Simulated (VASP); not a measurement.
A run of VASP 6.6.1 is set up as follows.

File INCAR:

```
SYSTEM = Ti
ALGO = Normal ; EDIFF = 1E-6
ENCUT = 500 ; GGA = PE
GGA_COMPAT = .False. ; ISIF = 2
ISMEAR = 0 ; LASPH = .True.
LCHARG = .False. ; LREAL = .False.
LWAVE = .False. ; NBANDS = 12
NELM = 120 ; PREC = Accurate
SIGMA = 0.024
```

KPOINTS

```
k-points
0
Gamma
  11 11 11
  0 0 0
```

POSCAR

```
Ti
1.0
    0.0000000000      2.0300000000      2.0300000000
    2.0300000000      0.0000000000      2.0300000000
    2.0300000000      2.0300000000      0.0000000000
Ti
1
Direct
    0.0000000000      0.0000000000      0.0000000000
```

Potentials or basis: VASP PAW PBE potentials, release 64 (Ti_sv).

Command:

```sh
$ cat potpaw_PBE.64/Ti_sv/POTCAR > POTCAR
$ mpirun -np 1 vasp_std > vasp.out
```

Q: Estimate the pressure.

A: 3.5 GPa.

Q: What does it give for the band gap on the k mesh?

A: Zero (band 6 reaches 9.54 eV, above the bottom of band 7 at 8.35 eV).
